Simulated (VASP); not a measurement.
Wanted: the native input for a VASP 6.6.1 run.

```yaml
Task: single point
Functional: LDA
Potentials_or_basis: VASP PAW LDA potentials, release 64 (Ca_sv)
Cutoff: 520 eV
k_mesh: 4 × 4 × 4
Occupations: fermi-dirac, width 0.1 eV
Spin: no spin polarisation
Dipole_correction: no
Further_INCAR_settings: ALGO = Normal; EDIFF = 1e-06; NBANDS = 17
```

The structure of Ca lies in POSCAR:

```
Ca
1.0
    0.0000000000      4.1080851241      4.1080851241
    4.1080851241      0.0000000000      4.1080851241
    4.1080851241      4.1080851241      0.0000000000
Ca
2
Direct
    0.0000000000      0.0000000000      0.0000000000
    0.2500000000      0.2500000000      0.2500000000
```

The input as run:

INCAR

```
SYSTEM = Ca
PREC = Accurate
ENCUT = 520
EDIFF = 1E-6
ISMEAR = -1
SIGMA = 0.1
LREAL = .False.
LASPH = .True.
NELM = 80
ALGO = Normal
ISIF = 2
LWAVE = .False.
LCHARG = .False.
NBANDS = 17
```

KPOINTS

```
Automatic mesh
0
Gamma
  4 4 4
  0 0 0
```

Potentials or basis: VASP PAW LDA potentials, release 64 (Ca_sv).

Command:

```sh
$ cat potpaw_LDA.64/Ca_sv/POTCAR > POTCAR
$ mpirun -np 1 vasp_std > vasp.out
```

It gave:

```json
{"Pressure": "0.0 GPa", "Band gap on the k mesh": "zero (band 10 reaches 0.73 eV, above the bottom of band 11 at 0.00 eV)"}
```

Wall time 28 s on 1 thread of Intel Xeon 6975P-C, on a shared host, peak memory 0.24 GiB.
